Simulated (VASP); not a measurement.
# O (P4_12_12) in VASP: relaxation of cell and atoms with r2SCAN

Aim: the relaxation of cell and atoms of O with r2SCAN.

Everything below comes from runs of VASP 6.6.1. Logs are shortened: lines on timing, memory, paths and dates and some standing lists are left out, and cuts for length are marked.

## 1. The cell of the first run

Symmetry: P4_12_12, No. 92, tetragonal system. The conventional cell has a = 3.961 Å, b = 3.961 Å, c = 6.084 Å, α = 90.00°, β = 90.00°, γ = 90.00°. O (site symmetry 1) has 1 O at 1.21 Å within 1.6 Å.

## 2. Relaxation of cell and atoms, r2SCAN

File POSCAR:

```
O
1.0
    3.9614904954      0.0000000000      0.0000000000
    0.0000000000      3.9614904954      0.0000000000
    0.0000000000      0.0000000000      6.0843898275
O
8
Direct
    0.5127307959      0.3248511272      0.5487346513
    0.4872692041      0.6751488728      0.0487346513
    0.8248511272      0.9872692041      0.2987346513
    0.1751488728      0.0127307959      0.7987346513
    0.6751488728      0.4872692041      0.9512653487
    0.3248511272      0.5127307959      0.4512653487
    0.9872692041      0.8248511272      0.7012653487
    0.0127307959      0.1751488728      0.2012653487
```

File INCAR.step1:

```
PREC = Accurate
ENCUT = 600
ISMEAR = 0
SIGMA = 0.1
LREAL = F
LASPH = T
NELM = 100
GGA = PE
ALGO = Normal
EDIFF = 1E-4
LWAVE = T
LCHARG = F
```

File INCAR.step2:

```
PREC = Accurate
ENCUT = 600
EDIFF = 1E-7
ISMEAR = 0
SIGMA = 0.1
LREAL = F
LASPH = T
NELM = 100
ALGO = Normal
ISIF = 3
LWAVE = F
LCHARG = F
METAGGA = R2SCAN
LMIXTAU = T
IBRION = 2
NSW = 90
EDIFFG = -0.04
ISTART = 1
```

File KPOINTS:

```
Automatic mesh
0
Gamma
  4 4 4
```

Potentials or basis: VASP PAW PBE potentials, release 64 (O).

Launch:

```
> cat potpaw_PBE.64/O/POTCAR > POTCAR
> cp INCAR.step1 INCAR
> mpirun -np 1 vasp_std > vasp.out
> cp INCAR.step2 INCAR
> mpirun -np 1 vasp_std > vasp.out
```

OUTCAR:

```text
PREC = Accurate
   ENCUT = 600
   EDIFF = 1E-7
   ISMEAR = 0
   LREAL = F
   LASPH = T
   NELM = 100
   ISIF = 3
   METAGGA = R2SCAN
   IBRION = 2
   NSW = 90
   EDIFFG = -0.04
   ISTART = 1

 ion  position               nearest neighbor table
   1  0.513  0.325  0.549-   6 1.21
   2  0.487  0.675  0.049-   5 1.21
   3  0.825  0.987  0.299-   8 1.21
   4  0.175  0.013  0.799-   7 1.21
   5  0.675  0.487  0.951-   2 1.21
   6  0.325  0.513  0.451-   1 1.21
   7  0.987  0.825  0.701-   4 1.21
   8  0.013  0.175  0.201-   3 1.21

  LATTYP: Found a simple tetragonal cell.
 ALAT       =     3.9614904954
 C/A-ratio  =     1.5358839898

  Lattice vectors:

 A1 = (   3.9614904954,   0.0000000000,   0.0000000000)
 A2 = (   0.0000000000,   3.9614904954,   0.0000000000)
 A3 = (   0.0000000000,   0.0000000000,   6.0843898275)

Analysis of symmetry for initial positions (statically):
=====================================================================
 Subroutine PRICEL returns:
 Original cell was already a primitive cell.

 Routine SETGRP: Setting up the symmetry group for a
 simple tetragonal supercell.

 Subroutine GETGRP returns: Found  8 space group operations
 (whereof  2 operations were pure point group operations)
 out of a pool of 16 trial point group operations.

The static configuration has the point symmetry C_2 .
 The point group associated with its full space group is D_4 .

Analysis of symmetry for dynamics (positions and initial velocities):
=====================================================================
 Subroutine PRICEL returns:
 Original cell was already a primitive cell.

 Routine SETGRP: Setting up the symmetry group for a
 simple tetragonal supercell.

 Subroutine GETGRP returns: Found  8 space group operations
 (whereof  2 operations were pure point group operations)
 out of a pool of 16 trial point group operations.

The dynamic configuration has the point symmetry C_2 .
 The point group associated with its full space group is D_4 .

 Subroutine INISYM returns: Found  8 space group operations
 (whereof  2 operations are pure point group operations),
 and found     1 'primitive' translations

----------------------------------------------------------------------------------------

                                     Primitive cell

  volume of cell :      95.4848

  direct lattice vectors                    reciprocal lattice vectors
     3.961490495  0.000000000  0.000000000     0.252430241  0.000000000  0.000000000
     0.000000000  3.961490495  0.000000000     0.000000000  0.252430241  0.000000000
     0.000000000  0.000000000  6.084389827     0.000000000  0.000000000  0.164355018

  length of vectors
     3.961490495  3.961490495  6.084389827     0.252430241  0.252430241  0.164355018

  position of ions in fractional coordinates (direct lattice)
     0.512730796  0.324851127  0.548734651
     0.487269204  0.675148873  0.048734651
     0.824851127  0.987269204  0.298734651
     0.175148873  0.012730796  0.798734651
     0.675148873  0.487269204  0.951265349
     0.324851127  0.512730796  0.451265349
     0.987269204  0.824851127  0.701265349
     0.012730796  0.175148873  0.201265349

  ion indices of the primitive-cell ions
   primitive index   ion index
                 1           1
                 2           2
                 3           3
                 4           4
                 5           5
                 6           6
                 7           7
                 8           8

----------------------------------------------------------------------------------------

 KPOINTS: Automatic mesh

Automatic generation of k-mesh.
 Grid dimensions read from file:
 generate k-points for:    4    4    4

 Generating k-lattice:

  Cartesian coordinates                     Fractional coordinates (reciprocal lattice)
     0.063107560  0.000000000  0.000000000     0.250000000  0.000000000  0.000000000
     0.000000000  0.063107560  0.000000000     0.000000000  0.250000000  0.000000000
     0.000000000  0.000000000  0.041088755     0.000000000  0.000000000  0.250000000

  Length of vectors
     0.063107560  0.063107560  0.041088755

  Shift w.r.t. Gamma in fractional coordinates (k-lattice)
     0.000000000  0.000000000  0.000000000

 Subroutine IBZKPT returns following result:
 ===========================================

 Found     18 irreducible k-points:

 Following reciprocal coordinates:
            Coordinates               Weight
  0.000000  0.000000  0.000000      1.000000
  0.250000  0.000000  0.000000      4.000000
  0.500000  0.000000  0.000000      2.000000
  0.250000  0.250000  0.000000      4.000000
  0.500000  0.250000  0.000000      4.000000
  0.500000  0.500000  0.000000      1.000000
[... 10 lines left out ...]
  0.500000  0.250000  0.500000      4.000000
  0.500000  0.500000  0.500000      1.000000
   k-points           NKPTS =     18   k-points in BZ     NKDIM =     18   number of bands    NBANDS=     29
   number of dos      NEDOS =    301   number of ions     NIONS =      8
   total plane-waves  NPLWV =  51200
   dimension x,y,z NGX =    32 NGY =   32 NGZ =   50
   dimension x,y,z NGXF=    64 NGYF=   64 NGZF=  100
   ions per type =               8
   NGX,Y,Z   is equivalent  to a cutoff of  13.43, 13.43, 13.66 a.u.
   NGXF,Y,Z  is equivalent  to a cutoff of  26.86, 26.86, 27.32 a.u.
 SYSTEM =  unknown system
   PREC   = accura    normal or accurate (medium, high low for compatibility)
   ISTART =      1    job   : 0-new  1-cont  2-samecut
   ICHARG =      0    charge: 1-file 2-atom 10-const
   ISPIN  =      1    spin polarized calculation?
   LNONCOLLINEAR =      F non collinear calculations
   LSORBIT =      F    spin-orbit coupling
   LASPH  =      T    aspherical Exc in radial PAW
   ENCUT  =  600.0 eV  44.10 Ry    6.64 a.u.   7.91  7.91 12.15*2*pi/ulx,y,z
   NELM   =    100;   NELMIN=  2; NELMDL=  0     # of ELM steps
   EDIFF  = 0.1E-06   stopping-criterion for ELM
   LREAL  =      F    real-space projection
   EDIFFG = -.4E-01   stopping-criterion for IOM
   NSW    =     90    number of steps for IOM
   IBRION =      2    ionic relax: 0-MD 1-quasi-New 2-CG
   NFREE  =      1    steps in history (QN), initial steepest desc. (CG)
   ISIF   =      3    stress and relaxation
   ISYM   =      2    0-nonsym 1-usesym 2-fastsym
   POTIM  = 0.5000    time-step for ionic-motion
   TEBEG  =    0.0;   TEEND  =   0.0 temperature during run
   PSTRESS=    0.0 pullay stress
   NELECT =      48.0000    total number of electrons
   NUPDOWN=      -1.0000    fix difference up-down
   EMIN   =  10.00;   EMAX   =-10.00  energy-range for DOS
   EFERMI =   0.00;   METHOD = LEGACY
   ISMEAR =     0;   SIGMA  =   0.10  broadening in eV -4-tet -1-fermi 0-gaus
   EFERMI_NEDOS =   21; number of points for ismear=-14 and -15
   IALGO  =     38    algorithm
   IMIX   =      4    mixing-type and parameters
     AMIX     =   0.40;   BMIX     =  1.00
     AMIX_MAG =   1.60;   BMIX_MAG =  1.00
  volume/ion in A,a.u.               =      11.94        80.55
  Fermi-wavevector in a.u.,A,eV,Ry     =   1.301699  2.459854 23.053979  1.694420
  Thomas-Fermi vector in A             =   2.432815
   LORBIT       =      0    0 simple, 1 ext, 2 COOP (PROOUT), +10 PAW based schemes
   METAGGA = R2SCAN    functional components
   LHFCALC =     F    Hartree Fock is set to
   AEXX    =    0.0000 exact exchange contribution
   IVDW    =     0    specifies the selected vdW correction
   LEPSILON=     F    determine dielectric tensor
   LRPA    =     F    only Hartree local field effects (RPA)
 conjugate gradient relaxation of ions
 non-spin polarized calculation
 Gauss-broadening in eV      SIGMA  =   0.10
  energy-cutoff  :      600.00
  volume of cell :       95.48
 maximum number of plane-waves:      3205
 NGX is ok and might be reduce to    32
   NGX = 15   NGY = 15   NGZ = 25

--------------------------------------- Ionic step        1  -------------------------------------------

 number of electron      47.9999980 magnetization

 Free energy of the ion-electron system (eV)
  ---------------------------------------------------
  ext. energy  EPLUGINS =         0.00000000
  ---------------------------------------------------
  free energy    TOTEN  =       -43.48182221 eV

  energy without entropy =      -43.44369001  energy(sigma->0) =      -43.46275611

------------------------ aborting loop because EDIFF is reached ----------------------------------------

  FORCE on cell =-STRESS in cart. coord.  units (eV):
  Direction    XX          YY          ZZ          XY          YZ          ZX
  --------------------------------------------------------------------------------------
  -------------------------------------------------------------------------------------
  Total        2.3603403      2.3603403      1.3519729      0.0000000      0.0000000      0.0000000
  in kB       39.6050833     39.6050833     22.6852888      0.0000000      0.0000000      0.0000000
  external PRESSURE =      33.9651518 kB  Pullay stress =       0.0000000 kB

 VOLUME and BASIS-vectors are now :
 -----------------------------------------------------------------------------
  energy-cutoff  :      600.00
  volume of cell :       95.48
      direct lattice vectors                 reciprocal lattice vectors
     3.961490495  0.000000000  0.000000000     0.252430241  0.000000000  0.000000000
     0.000000000  3.961490495  0.000000000     0.000000000  0.252430241  0.000000000
     0.000000000  0.000000000  6.084389827     0.000000000  0.000000000  0.164355018
[... 127 lines left out ...]
 POSITION                                       TOTAL-FORCE (eV/Angst)
 -----------------------------------------------------------------------------------
      2.03934      1.28367      3.34557        -0.026889     -0.019255     -0.003623
      1.92829      2.68396      0.30068         0.026889      0.019255     -0.003623
      3.26749      3.91211      1.82313        -0.019255      0.026889     -0.003623
      0.70015      0.05552      4.86802         0.019255     -0.026889     -0.003623
      2.68396      1.92829      5.78912         0.019255      0.026889      0.003623
      1.28367      2.03934      2.74422        -0.019255     -0.026889      0.003623
      3.91211      3.26749      4.26667         0.026889     -0.019255      0.003623
      0.05552      0.70015      1.22177        -0.026889      0.019255      0.003623
 -----------------------------------------------------------------------------------
    total drift:                                0.000000     -0.000000     -0.000000

  FREE ENERGIE OF THE ION-ELECTRON SYSTEM (eV)
  ---------------------------------------------------
  free  energy   TOTEN  =       -43.5306865334 eV

  energy  without entropy=      -43.4922647587  energy(sigma->0) =      -43.51147565

--------------------------------------- Ionic step        5  -------------------------------------------

 number of electron      47.9999977 magnetization

 Free energy of the ion-electron system (eV)
  ---------------------------------------------------
  ext. energy  EPLUGINS =         0.00000000
  ---------------------------------------------------
  free energy    TOTEN  =       -43.53069953 eV

  energy without entropy =      -43.49228381  energy(sigma->0) =      -43.51149167

 E-fermi :  -0.1696     XC(G=0):  -9.6829

 val. band max:       -0.1820031590   @ k =   0.2500   0.2500   0.2500
 cond. band min:      -0.1659574884   @ k =   0.2500   0.2500   0.0000
 fundamental gap:      0.0160456705
 Fermi energy:        -0.1696042738

 k-point     1 :       0.0000    0.0000    0.0000
  band No.  band energies     occupation
      1     -28.2543      2.00000
      2     -27.8395      2.00000
      3     -27.8395      2.00000
      4     -27.6318      2.00000
      5     -15.4243      2.00000
      6     -15.3831      2.00000
[... 587 lines left out ...]
 POSITION                                       TOTAL-FORCE (eV/Angst)
 -----------------------------------------------------------------------------------
      2.03919      1.28372      3.34544        -0.011858     -0.034062      0.008257
      1.92832      2.68379      0.30060         0.011858      0.034062      0.008257
      3.26748      3.91208      1.82302        -0.034062      0.011858      0.008257
      0.70003      0.05543      4.86786         0.034062     -0.011858      0.008257
      2.68379      1.92832      5.78909         0.034062      0.011858     -0.008257
      1.28372      2.03919      2.74424        -0.034062     -0.011858     -0.008257
      3.91208      3.26748      4.26666         0.011858     -0.034062     -0.008257
      0.05543      0.70003      1.22182        -0.011858      0.034062     -0.008257
 -----------------------------------------------------------------------------------
    total drift:                                0.000000     -0.000000     -0.000000

  FREE ENERGIE OF THE ION-ELECTRON SYSTEM (eV)
  ---------------------------------------------------
  free  energy   TOTEN  =       -43.5306995259 eV

  energy  without entropy=      -43.4922838060  energy(sigma->0) =      -43.51149167

 reached required accuracy - stopping structural energy minimisation
```

Run time: 8 min. Hardware: 1 thread of Intel Xeon Platinum 8488C (Sapphire Rapids), shared host; peak memory 0.23 GiB.

Results:

* Free energy: -43.5307 eV
* Relaxed volume: 11.98 Å³/atom
* Relaxed cell: a = 3.968 Å, b = 3.968 Å, c = 6.090 Å, α = 90.00°, β = 90.00°, γ = 90.00°
* Space group after relaxing (to 0.1 Å): P4_12_12 (No. 92)
* Energy gained by relaxing: 6.1 meV/atom
* Ionic steps: 5
* Pressure after relaxing: -0.4 GPa
* Largest force after relaxing: 0.037 eV/Å
* Band gap on the k mesh: 0.01 eV (least direct gap 0.08 eV)

Forces on the atoms (eV/Å):
```
O   -0.012 -0.034  0.008
O    0.012  0.034  0.008
O   -0.034  0.012  0.008
O    0.034 -0.012  0.008
O    0.034  0.012 -0.008
O   -0.034 -0.012 -0.008
O    0.012 -0.034 -0.008
O   -0.012  0.034 -0.008
```

Step by step:
| step | energy change (eV) | largest force (eV/Å) | pressure (GPa) | volume (Å³) |
| --- | --- | --- | --- | --- |
| 1 | 0.0000 | 1.4170 | 3.40 | 95.48 |
| 2 | 1.8978 | 5.9902 | -18.69 | 99.02 |
| 3 | -0.0482 | 0.1480 | -0.86 | 95.91 |
| 4 | -0.0489 | 0.0333 | -0.48 | 95.87 |
| 5 | -0.0489 | 0.0370 | -0.41 | 95.86 |

Final structure:
```
CELL_PARAMETERS angstrom
3.96751 0.00000 0.00000
0.00000 3.96751 0.00000
0.00000 0.00000 6.08969
ATOMIC_POSITIONS crystal
O 0.51397 0.32356 0.54936
O 0.48603 0.67644 0.04936
O 0.82356 0.98603 0.29936
O 0.17644 0.01397 0.79936
O 0.67644 0.48603 0.95064
O 0.32356 0.51397 0.45064
O 0.98603 0.82356 0.70064
O 0.01397 0.17644 0.20064
```

Caveat: the standard files for N, O and F lose accuracy on very short bonds; spin is off for a triplet molecule; the smearing spreads over this small gap; the PAW data sets were made with another functional, which shifts forces and pressure a little.
